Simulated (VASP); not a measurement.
# Cu (Fm-3m) in VASP: relaxation of cell and atoms with PBE

Aim: the relaxation of cell and atoms of Cu with PBE.

All numbers are computed with VASP 6.6.1; they aren't measurements. Logs are shortened: lines on timing, memory, paths and dates and some standing lists are left out, and cuts for length are marked.

### Step 1. The cell of the first run

Symmetry: Fm-3m, No. 225, cubic system. Conventional cell: a = 3.630 Å, b = 3.630 Å, c = 3.630 Å, α = 90.00°, β = 90.00°, γ = 90.00°. Within 3.4 Å of Cu (site symmetry m-3m) lie 12 Cu at 2.57 Å.

### Step 2. Relaxation of cell and atoms, PBE

File INCAR:

```
SYSTEM = Cu
ALGO = Fast ; EDIFF = 1E-6
EDIFFG = -0.003 ; ENCUT = 600
GGA = PE ; IBRION = 2
ISIF = 3 ; ISMEAR = 0
KPAR = 4 ; LASPH = .TRUE.
LCHARG = .FALSE. ; LREAL = .FALSE.
LWAVE = .FALSE. ; NELM = 60
NSW = 80 ; PREC = Accurate
SIGMA = 0.1
```

File KPOINTS:

```
k-points
0
G
  66 66 66
  0 0 0
```

File POSCAR:

```
Cu
1.0
    0.0000000000      1.8150000000      1.8150000000
    1.8150000000      0.0000000000      1.8150000000
    1.8150000000      1.8150000000      0.0000000000
Cu
1
Direct
    0.0000000000      0.0000000000      0.0000000000
```

Potentials or basis: VASP PAW PBE potentials, release 64 (Cu).

Run with:

```console
> cat potpaw_PBE.64/Cu/POTCAR > POTCAR
> mpirun -np 4 vasp_std > vasp.out
```

OUTCAR:

```text
SYSTEM = Cu
   EDIFF = 1E-6
   EDIFFG = -0.003
   ENCUT = 600
   GGA = PE
   IBRION = 2
   ISIF = 3
   ISMEAR = 0
   LASPH = .TRUE.
   LREAL = .FALSE.
   NELM = 60
   NSW = 80
   PREC = Accurate

 ion  position               nearest neighbor table
   1  0.000  0.000  0.000-

  LATTYP: Found a face centered cubic cell.
 ALAT       =     3.6300000000

  Lattice vectors:

 A1 = (   0.0000000000,   1.8150000000,   1.8150000000)
 A2 = (   1.8150000000,   0.0000000000,   1.8150000000)
 A3 = (   1.8150000000,   1.8150000000,   0.0000000000)

Analysis of symmetry for initial positions (statically):
=====================================================================
 Subroutine PRICEL returns:
 Original cell was already a primitive cell.

 Routine SETGRP: Setting up the symmetry group for a
 face centered cubic supercell.

 Subroutine GETGRP returns: Found 48 space group operations
 (whereof 48 operations were pure point group operations)
 out of a pool of 48 trial point group operations.

The static configuration has the point symmetry O_h .

Analysis of symmetry for dynamics (positions and initial velocities):
=====================================================================
 Subroutine PRICEL returns:
 Original cell was already a primitive cell.

 Routine SETGRP: Setting up the symmetry group for a
 face centered cubic supercell.

 Subroutine GETGRP returns: Found 48 space group operations
 (whereof 48 operations were pure point group operations)
 out of a pool of 48 trial point group operations.

The dynamic configuration has the point symmetry O_h .

 Subroutine INISYM returns: Found 48 space group operations
 (whereof 48 operations are pure point group operations),
 and found     1 'primitive' translations

----------------------------------------------------------------------------------------

                                     Primitive cell

  volume of cell :      11.9580

  direct lattice vectors                    reciprocal lattice vectors
     0.000000000  1.815000000  1.815000000    -0.275482094  0.275482094  0.275482094
     1.815000000  0.000000000  1.815000000     0.275482094 -0.275482094  0.275482094
     1.815000000  1.815000000  0.000000000     0.275482094  0.275482094 -0.275482094

  length of vectors
     2.566797616  2.566797616  2.566797616     0.477148983  0.477148983  0.477148983

  position of ions in fractional coordinates (direct lattice)
     0.000000000  0.000000000  0.000000000

  ion indices of the primitive-cell ions
   primitive index   ion index
                 1           1

----------------------------------------------------------------------------------------

 KPOINTS: k-points

Automatic generation of k-mesh.
 Grid dimensions read from file:
 generate k-points for:   66   66   66

 Generating k-lattice:

  Cartesian coordinates                     Fractional coordinates (reciprocal lattice)
    -0.004173971  0.004173971  0.004173971     0.015151515  0.000000000  0.000000000
     0.004173971 -0.004173971  0.004173971     0.000000000  0.015151515  0.000000000
     0.004173971  0.004173971 -0.004173971     0.000000000  0.000000000  0.015151515

  Length of vectors
     0.007229530  0.007229530  0.007229530

  Shift w.r.t. Gamma in fractional coordinates (k-lattice)
     0.000000000  0.000000000  0.000000000

 Subroutine IBZKPT returns following result:
 ===========================================

 Found   6851 irreducible k-points:

 Following reciprocal coordinates:
            Coordinates               Weight
  0.000000  0.000000  0.000000      1.000000
  0.015152  0.000000  0.000000      8.000000
  0.030303  0.000000  0.000000      8.000000
  0.045455  0.000000  0.000000      8.000000
  0.060606  0.000000  0.000000      8.000000
  0.075758  0.000000  0.000000      8.000000
[... 16 lines left out ...]
  0.333333  0.000000  0.000000      8.000000
  0.348485  0.000000  0.000000      8.000000
 [... further k-points ...]
   k-points           NKPTS =   6851   k-points in BZ     NKDIM =   6851   number of bands    NBANDS=      9
   number of dos      NEDOS =    301   number of ions     NIONS =      1
   total plane-waves  NPLWV =  13824
   dimension x,y,z NGX =    24 NGY =   24 NGZ =   24
   dimension x,y,z NGXF=    48 NGYF=   48 NGZF=   48
   ions per type =               1
   NGX,Y,Z   is equivalent  to a cutoff of  15.54, 15.54, 15.54 a.u.
   NGXF,Y,Z  is equivalent  to a cutoff of  31.09, 31.09, 31.09 a.u.
 SYSTEM =  Cu
   PREC   = accura    normal or accurate (medium, high low for compatibility)
   ISTART =      0    job   : 0-new  1-cont  2-samecut
   ICHARG =      2    charge: 1-file 2-atom 10-const
   ISPIN  =      1    spin polarized calculation?
   LNONCOLLINEAR =      F non collinear calculations
   LSORBIT =      F    spin-orbit coupling
   LASPH  =      T    aspherical Exc in radial PAW
   ENCUT  =  600.0 eV  44.10 Ry    6.64 a.u.   5.13  5.13  5.13*2*pi/ulx,y,z
   NELM   =     60;   NELMIN=  2; NELMDL= -5     # of ELM steps
   EDIFF  = 0.1E-05   stopping-criterion for ELM
   LREAL  =      F    real-space projection
   EDIFFG = -.3E-02   stopping-criterion for IOM
   NSW    =     80    number of steps for IOM
   IBRION =      2    ionic relax: 0-MD 1-quasi-New 2-CG
   NFREE  =      1    steps in history (QN), initial steepest desc. (CG)
   ISIF   =      3    stress and relaxation
   ISYM   =      2    0-nonsym 1-usesym 2-fastsym
   POTIM  = 0.5000    time-step for ionic-motion
   TEBEG  =    0.0;   TEEND  =   0.0 temperature during run
   PSTRESS=    0.0 pullay stress
   NELECT =      11.0000    total number of electrons
   NUPDOWN=      -1.0000    fix difference up-down
   EMIN   =  10.00;   EMAX   =-10.00  energy-range for DOS
   EFERMI =   0.00;   METHOD = LEGACY
   ISMEAR =     0;   SIGMA  =   0.10  broadening in eV -4-tet -1-fermi 0-gaus
   EFERMI_NEDOS =   21; number of points for ismear=-14 and -15
   IALGO  =     68    algorithm
   IMIX   =      4    mixing-type and parameters
     AMIX     =   0.40;   BMIX     =  1.00
     AMIX_MAG =   1.60;   BMIX_MAG =  1.00
  volume/ion in A,a.u.               =      11.96        80.70
  Fermi-wavevector in a.u.,A,eV,Ry     =   1.592157  3.008740 34.490258  2.534962
  Thomas-Fermi vector in A             =   2.690585
   LORBIT       =      0    0 simple, 1 ext, 2 COOP (PROOUT), +10 PAW based schemes
   GGA     = PE    functional components
   LHFCALC =     F    Hartree Fock is set to
   AEXX    =    0.0000 exact exchange contribution
   IVDW    =     0    specifies the selected vdW correction
   LEPSILON=     F    determine dielectric tensor
   LRPA    =     F    only Hartree local field effects (RPA)
 conjugate gradient relaxation of ions
 non-spin polarized calculation
 RMM-DIIS sequential band-by-band and
 Gauss-broadening in eV      SIGMA  =   0.10
  energy-cutoff  :      600.00
  volume of cell :       11.96
 maximum number of plane-waves:       415
 NGX is ok and might be reduce to    24
   NGX = 11   NGY = 11   NGZ = 11

--------------------------------------- Ionic step        1  -------------------------------------------

 number of electron      10.9999998 magnetization

 Free energy of the ion-electron system (eV)
  ---------------------------------------------------
  ext. energy  EPLUGINS =         0.00000000
  ---------------------------------------------------
  free energy    TOTEN  =        -3.72851763 eV

  energy without entropy =       -3.72704613  energy(sigma->0) =       -3.72778188

------------------------ aborting loop because EDIFF is reached ----------------------------------------

  FORCE on cell =-STRESS in cart. coord.  units (eV):
  Direction    XX          YY          ZZ          XY          YZ          ZX
  --------------------------------------------------------------------------------------
  -------------------------------------------------------------------------------------
  Total        0.0592462      0.0592462      0.0592462      0.0000000     -0.0000000      0.0000000
  in kB        7.9380068      7.9380068      7.9380068      0.0000000     -0.0000000      0.0000000
  external PRESSURE =       7.9380068 kB  Pullay stress =       0.0000000 kB
[... 90 lines left out ...]
  energy  without entropy=       -3.7271182246  energy(sigma->0) =       -3.72785526

--------------------------------------- Ionic step        4  -------------------------------------------

 number of electron      10.9999998 magnetization

 Free energy of the ion-electron system (eV)
  ---------------------------------------------------
  ext. energy  EPLUGINS =         0.00000000
  ---------------------------------------------------
  free energy    TOTEN  =        -3.72859067 eV

  energy without entropy =       -3.72711617  energy(sigma->0) =       -3.72785342

 E-fermi :   7.3942     XC(G=0): -12.6289

 val. band max:        7.3934832797   @ k =   0.5000   0.1515   0.0303
 cond. band min:       7.3949144596   @ k =   0.4545   0.3636   0.0152
 fundamental gap:      0.0014311800
 Fermi energy:         7.3942005007

 k-point     1 :       0.0000    0.0000    0.0000
  band No.  band energies     occupation
      1      -1.8449      2.00000
      2       4.4024      2.00000
      3       4.4024      2.00000
      4       4.4024      2.00000
      5       5.2031      2.00000
      6       5.2031      2.00000
      7      29.8387      0.00000
      8      32.3532      0.00000
      9      32.3532      0.00000
[... 265 lines left out ...]
 k-point    24 :       0.3485    0.0000    0.0000
  band No.  band energies     occupation
      1       1.6781      2.00000
      2       4.4647      2.00000
      3       4.4647      2.00000
      4       4.5300      2.00000
      5       5.5340      2.00000
      6       5.5340      2.00000
      7      15.2416      0.00000
      8      28.9288      0.00000
      9      29.4173      0.00000

 [... further k-points ...]

------------------------ aborting loop because EDIFF is reached ----------------------------------------

  FORCE on cell =-STRESS in cart. coord.  units (eV):
  Direction    XX          YY          ZZ          XY          YZ          ZX
  --------------------------------------------------------------------------------------
  -------------------------------------------------------------------------------------
  Total       -0.0009661     -0.0009661     -0.0009661      0.0000000      0.0000000      0.0000000
  in kB       -0.1288811     -0.1288811     -0.1288811      0.0000000      0.0000000      0.0000000
  external PRESSURE =      -0.1288811 kB  Pullay stress =       0.0000000 kB
[... 16 lines left out ...]
  FREE ENERGIE OF THE ION-ELECTRON SYSTEM (eV)
  ---------------------------------------------------
  free  energy   TOTEN  =        -3.7285906685 eV

  energy  without entropy=       -3.7271161716  energy(sigma->0) =       -3.72785342

 reached required accuracy - stopping structural energy minimisation
```

Wall time 7.6 min (4 MPI ranks of Oxide Virtual Turin-like, shared host); peak memory 1 GiB.

What came out:

```
Free energy                           : -3.7286 eV
Relaxed volume                        : 12.01 Å³/atom
Relaxed cell                          : a = 2.571 Å, b = 2.571 Å, c = 2.571 Å, α = 60.00°, β = 60.00°, γ = 60.00°
Space group after relaxing (to 0.1 Å) : Fm-3m (No. 225)
Energy gained by relaxing             : 0.1 meV/atom
Ionic steps                           : 4
Pressure after relaxing               : 0.0 GPa
Band gap on the k mesh                : zero (an odd number of electrons rules out a gap without spin polarisation)
```

Final structure:
```xyz
1
Lattice="0.0000 1.8176 1.8176 1.8176 0.0000 1.8176 1.8176 1.8176 0.0000" Properties=species:S:1:pos:R:3 pbc="T T T"
Cu    0.0000    0.0000    0.0000
```
